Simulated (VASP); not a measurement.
Write the native input for VASP 6.6.1 that does the following.

* Task: single point
* Functional: PBE
* Potentials or basis: VASP PAW PBE potentials, release 64 (Te, Cd)
* Cutoff: 520 eV
* k mesh: 7 × 7 × 7
* Occupations: fermi-dirac, width 0.05 eV
* Spin: no spin polarisation
* Dipole correction: no
* Further INCAR settings: ALGO = Normal; EDIFF = 1e-06; NBANDS = 16

The structure of CdTe lies in POSCAR:

```
CdTe
1.0
    0.0000000000      3.2050000000      3.2050000000
    3.2050000000      0.0000000000      3.2050000000
    3.2050000000      3.2050000000      0.0000000000
Te Cd
1 1
Direct
    0.7500000000      0.7500000000      0.7500000000
    0.0000000000      0.0000000000      0.0000000000
```

These files were run (other wordings do the same):

INCAR

```
PREC     = Accurate       # precision mode
ENCUT    = 520            # plane-wave cutoff, eV
EDIFF    = 1E-6           # SCF threshold, eV
ISMEAR   = -1             # smearing method
SIGMA    = 0.05           # smearing width, eV
LREAL    = F              # projectors in reciprocal space
LASPH    = T              # aspherical terms in the spheres
NELM     = 100            # most SCF steps
ALGO     = Normal         # electronic algorithm
ISIF     = 2              # what is computed and relaxed
LWAVE    = F              # write WAVECAR
LCHARG   = F              # write CHGCAR
GGA      = PE             # functional
NBANDS   = 16             # bands
```

KPOINTS

```
Automatic mesh
0
Gamma
  7 7 7
```

Potentials or basis: VASP PAW PBE potentials, release 64 (Te, Cd).

Launch:

```console
$ cat potpaw_PBE.64/Te/POTCAR potpaw_PBE.64/Cd/POTCAR > POTCAR
$ mpirun -np 1 vasp_std > vasp.out
```

It gave:

* Pressure: 4.4 GPa
* Band gap on the k mesh: 0.87 eV, direct

Caveat: spin-orbit coupling is left out, which moves the levels of the heavy elements.

It took 14 s on 1 thread of Intel(R) Xeon(R) 6975P-C (Granite Rapids), with other jobs on the host, peak memory 0.21 GiB.
